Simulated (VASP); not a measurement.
# Ta (Im-3m) in VASP: notebook

Runs on Ta. Level: PBEsol. Tasks: single point.

Everything below comes from runs of VASP 6.6.1. Logs are shortened: lines on timing, memory, paths and dates and some standing lists are left out, and cuts for length are marked.

## (1) The cell of the first run

It takes space group Im-3m (No. 229, cubic). The conventional cell has a = 3.281 Å, b = 3.281 Å, c = 3.281 Å, α = 90.00°, β = 90.00°, γ = 90.00°. Within 3.7 Å of Ta (site symmetry m-3m) lie 14 Ta at 2.84 to 3.28 Å.

## (2) Single point, PBEsol

File INCAR:

```
SYSTEM = Ta
PREC     = Accurate       ! precision mode
ENCUT    = 520            ! plane-wave cutoff, eV
EDIFF    = 1E-6           ! SCF threshold, eV
ISMEAR   = -1             ! smearing method
SIGMA    = 0.08           ! smearing width, eV
LREAL    = .False.        ! projectors in reciprocal space
LASPH    = .True.         ! aspherical terms in the spheres
NELM     = 80             ! most SCF steps
ALGO     = Normal         ! electronic algorithm
ISIF     = 2              ! what is computed and relaxed
LWAVE    = .False.        ! write WAVECAR
LCHARG   = .False.        ! write CHGCAR
GGA      = PS             ! functional
NBANDS   = 24             ! bands
```

File KPOINTS:

```
Automatic mesh
0
Gamma
  8 8 12
  0 0 0
```

File POSCAR:

```
Ta
1.0
    0.0000000000      3.2812985076     -3.2812985076
   -3.2812985076      0.0000000000      3.2812985076
    1.6406492538      1.6406492538      1.6406492538
Ta
3
Direct
    0.0000000000      0.0000000000      0.0000000000
    0.3333333330      0.6666666670      0.3333333330
    0.6666666670      0.3333333330      0.6666666670
```

Potentials or basis: VASP PAW PBE potentials, release 64 (Ta_pv).

Launch:

```
cat potpaw_PBE.64/Ta_pv/POTCAR > POTCAR
mpirun -np 1 vasp_std > vasp.out
```

OUTCAR:

```text
SYSTEM = Ta
   PREC = Accurate
   ENCUT = 520
   EDIFF = 1E-6
   ISMEAR = -1
   LREAL = .False.
   LASPH = .True.
   NELM = 80
   ISIF = 2
   GGA = PS

 ion  position               nearest neighbor table
   1  0.000  0.000  0.000-   2 2.84   3 2.84   3 2.84   2 2.84   3 2.84   2 2.84   3 3.28   2 3.28
                             3 3.28   3 3.28   2 3.28   2 3.28
   2  0.333  0.667  0.333-   1 2.84   3 2.84   3 2.84   1 2.84   1 2.84   3 2.84   3 3.28   3 3.28
                             1 3.28   1 3.28   1 3.28   3 3.28
   3  0.667  0.333  0.667-   1 2.84   2 2.84   2 2.84   1 2.84   1 2.84   2 2.84   2 3.28   2 3.28
                             1 3.28   1 3.28   1 3.28   2 3.28

  LATTYP: Found a hexagonal cell.
 ALAT       =     4.6404568516
 C/A-ratio  =     0.6123724357

  Lattice vectors:

 A1 = (   0.0000000000,   3.2812985076,  -3.2812985076)
 A2 = (  -3.2812985076,   0.0000000000,   3.2812985076)
 A3 = (   1.6406492538,   1.6406492538,   1.6406492538)

Analysis of symmetry for initial positions (statically):
=====================================================================
 Subroutine PRICEL returns following result:

  LATTYP: Found a body centered cubic cell.
 ALAT       =     3.2812985054

  Lattice vectors:

 A1 = (  -1.6406492571,   1.6406492505,  -1.6406492505)
 A2 = (  -1.6406492522,  -1.6406492522,   1.6406492522)
 A3 = (   1.6406492538,   1.6406492538,   1.6406492538)

   3 primitive cells build up your supercell.

 Routine SETGRP: Setting up the symmetry group for a
 hexagonal supercell.

 Subroutine GETGRP returns: Found 12 space group operations
 (whereof 12 operations were pure point group operations)
 out of a pool of 24 trial point group operations.

The static configuration has the point symmetry D_3d.

Analysis of symmetry for dynamics (positions and initial velocities):
=====================================================================
 Subroutine PRICEL returns following result:

  LATTYP: Found a body centered cubic cell.
 ALAT       =     3.2812985054

  Lattice vectors:

 A1 = (  -1.6406492571,   1.6406492505,  -1.6406492505)
 A2 = (  -1.6406492522,  -1.6406492522,   1.6406492522)
 A3 = (   1.6406492538,   1.6406492538,   1.6406492538)

   3 primitive cells build up your supercell.

 Routine SETGRP: Setting up the symmetry group for a
 hexagonal supercell.

 Subroutine GETGRP returns: Found 12 space group operations
 (whereof 12 operations were pure point group operations)
[... 97 lines left out ...]
   LASPH  =      T    aspherical Exc in radial PAW
   ENCUT  =  520.0 eV  38.22 Ry    6.18 a.u.   8.63  8.63  5.28*2*pi/ulx,y,z
   NELM   =     80;   NELMIN=  2; NELMDL= -5     # of ELM steps
   EDIFF  = 0.1E-05   stopping-criterion for ELM
   LREAL  =      F    real-space projection
   EDIFFG = 0.1E-04   stopping-criterion for IOM
   NSW    =      0    number of steps for IOM
   IBRION =     -1    ionic relax: 0-MD 1-quasi-New 2-CG
   NFREE  =      0    steps in history (QN), initial steepest desc. (CG)
   ISIF   =      2    stress and relaxation
   ISYM   =      2    0-nonsym 1-usesym 2-fastsym
   POTIM  = 0.5000    time-step for ionic-motion
   TEBEG  =    0.0;   TEEND  =   0.0 temperature during run
   PSTRESS=    0.0 pullay stress
   NELECT =      33.0000    total number of electrons
   NUPDOWN=      -1.0000    fix difference up-down
   EMIN   =  10.00;   EMAX   =-10.00  energy-range for DOS
   EFERMI =   0.00;   METHOD = LEGACY
   ISMEAR =    -1;   SIGMA  =   0.08  broadening in eV -4-tet -1-fermi 0-gaus
   EFERMI_NEDOS =   21; number of points for ismear=-14 and -15
   IALGO  =     38    algorithm
   IMIX   =      4    mixing-type and parameters
     AMIX     =   0.40;   BMIX     =  1.00
     AMIX_MAG =   1.60;   BMIX_MAG =  1.00
  volume/ion in A,a.u.               =      17.66       119.21
  Fermi-wavevector in a.u.,A,eV,Ry     =   1.397988  2.641813 26.590809  1.954369
  Thomas-Fermi vector in A             =   2.521190
   LORBIT       =      0    0 simple, 1 ext, 2 COOP (PROOUT), +10 PAW based schemes
   GGA     = PS    functional components
   LHFCALC =     F    Hartree Fock is set to
   AEXX    =    0.0000 exact exchange contribution
   IVDW    =     0    specifies the selected vdW correction
   LEPSILON=     F    determine dielectric tensor
   LRPA    =     F    only Hartree local field effects (RPA)
 non-spin polarized calculation
  energy-cutoff  :      520.00
  volume of cell :       52.99
 maximum number of plane-waves:      1451
 NGX is ok and might be reduce to    36
   NGX = 17   NGY = 17   NGZ = 11

 number of electron      33.0000000 magnetization

 Free energy of the ion-electron system (eV)
  ---------------------------------------------------
  ext. energy  EPLUGINS =         0.00000000
  ---------------------------------------------------
  free energy    TOTEN  =       -37.69427500 eV

  energy without entropy =      -37.61333172  energy(sigma->0) =      -37.65380336

 E-fermi :   5.4719     XC(G=0): -12.8281

 val. band max:        5.4505766690   @ k =   0.5000   0.0000   0.0833
 cond. band min:       5.4814017513   @ k =   0.2500   0.2500   0.5000
 fundamental gap:      0.0308250822
 Fermi energy:         5.4719192699

 k-point     1 :       0.0000    0.0000    0.0000
  band No.  band energies     occupation
      1     -28.3439      2.00000
      2     -28.3439      2.00000
      3     -28.3439      2.00000
      4     -28.3439      2.00000
      5     -27.6292      2.00000
      6     -27.6292      2.00000
[... 637 lines left out ...]
     23      10.1128      0.00000
     24      10.2556      0.00000

 [... further k-points ...]

------------------------ aborting loop because EDIFF is reached ----------------------------------------

  FORCE on cell =-STRESS in cart. coord.  units (eV):
  Direction    XX          YY          ZZ          XY          YZ          ZX
  --------------------------------------------------------------------------------------
  -------------------------------------------------------------------------------------
  Total        0.0731301      0.0731301      0.0731301     -0.0164758     -0.0164758     -0.0164758
  in kB        2.2109480      2.2109480      2.2109480     -0.4981139     -0.4981139     -0.4981139
  external PRESSURE =       2.2109480 kB  Pullay stress =       0.0000000 kB

 VOLUME and BASIS-vectors are now :
 -----------------------------------------------------------------------------
  energy-cutoff  :      520.00
  volume of cell :       52.99
      direct lattice vectors                 reciprocal lattice vectors
     0.000000000  3.281298508 -3.281298508    -0.101585800  0.203171600 -0.101585800
    -3.281298508  0.000000000  3.281298508    -0.203171600  0.101585800  0.101585800
     1.640649254  1.640649254  1.640649254     0.203171600  0.203171600  0.203171600

 POSITION                                       TOTAL-FORCE (eV/Angst)
 -----------------------------------------------------------------------------------
      0.00000      0.00000      0.00000         0.000000      0.000000      0.000000
     -1.64065      1.64065      1.64065         0.000000      0.000000     -0.000000
      0.00000      3.28130     -0.00000        -0.000000     -0.000000     -0.000000
 -----------------------------------------------------------------------------------
    total drift:                               -0.000000     -0.000000      0.000000

  FREE ENERGIE OF THE ION-ELECTRON SYSTEM (eV)
  ---------------------------------------------------
  free  energy   TOTEN  =       -37.6942750037 eV

  energy  without entropy=      -37.6133317229  energy(sigma->0) =      -37.65380336
```

OSZICAR:

```text
N       E                     dE             d eps       ncg     rms          rms(c)
DAV:   1     0.290499275926E+03    0.29050E+03   -0.17915E+04  4568   0.140E+03
DAV:   2    -0.302330629684E+02   -0.32073E+03   -0.31090E+03  5376   0.415E+02
DAV:   3    -0.390751334021E+02   -0.88421E+01   -0.85821E+01  5808   0.659E+01
DAV:   4    -0.391847458624E+02   -0.10961E+00   -0.10916E+00  5176   0.739E+00
DAV:   5    -0.391866148624E+02   -0.18690E-02   -0.18674E-02  5904   0.774E-01    0.247E+01
DAV:   6    -0.380467667085E+02    0.11398E+01   -0.12324E+00  5320   0.867E+00    0.121E+01
DAV:   7    -0.376994510214E+02    0.34732E+00   -0.10499E+00  5544   0.755E+00    0.597E-01
DAV:   8    -0.376944290320E+02    0.50220E-02   -0.21217E-02  5376   0.119E+00    0.188E-01
DAV:   9    -0.376942855211E+02    0.14351E-03   -0.54681E-04  5672   0.192E-01    0.462E-02
DAV:  10    -0.376942775841E+02    0.79370E-05   -0.64032E-05  5808   0.654E-02    0.246E-02
DAV:  11    -0.376942751541E+02    0.24299E-05   -0.86184E-06  5616   0.228E-02    0.717E-04
DAV:  12    -0.376942750037E+02    0.15042E-06   -0.84557E-08  3640   0.242E-03
   1 F= -.37694275E+02 E0= -.37653803E+02  d E =-.809433E-01
```

stdout:

```text
POSCAR found type information on POSCAR Ta
 POSCAR found :  1 types and       3 ions
 scaLAPACK will be used
 -----------------------------------------------------------------------------
|                                                                             |
|                                                                             |
|     You enforced a specific xc type in the INCAR file but a different       |
|     I HOPE YOU KNOW WHAT YOU ARE DOING!                                     |
|                                                                             |
 -----------------------------------------------------------------------------

 LDA part: xc-table for (Slater+PW92), standard interpolation
 POSCAR, INCAR and KPOINTS ok, starting setup
 FFT: planning ... GRIDC
 FFT: planning ... GRID_SOFT
 FFT: planning ... GRID
 WAVECAR not read
 entering main loop
```

Wall time 61 s (1 thread of Intel Xeon Platinum 8124M at 3.00GHz (Skylake/Cascade Lake), shared host); peak memory 0.24 GiB.

Results:

| Quantity | Value |
| --- | --- |
| Free energy | -37.6943 eV |
| Pressure | 0.2 GPa |

Levels at points of the mesh, in eV from the Fermi level:
```csv
k point,band 15,band 16,band 17,band 18,band 19,band 20
"(0.00, 0.00, 0.00)",-1.02,-1.02,0.73,0.73,0.73,4.07
"(0.50, 0.00, 0.00)",-0.77,-0.56,-0.56,1.71,3.04,3.04
"(0.00, 0.00, 0.50)",-1.51,-1.51,-1.51,4.66,4.66,4.66
"(0.50, 0.00, 0.50)",-1.61,-0.22,-0.22,1.71,3.31,3.31
```

Caveat: the PAW data sets were made with another functional, which shifts forces and pressure a little; spin-orbit coupling is left out, which moves the levels of the heavy elements.

(Part 1 of 2 ends here.)
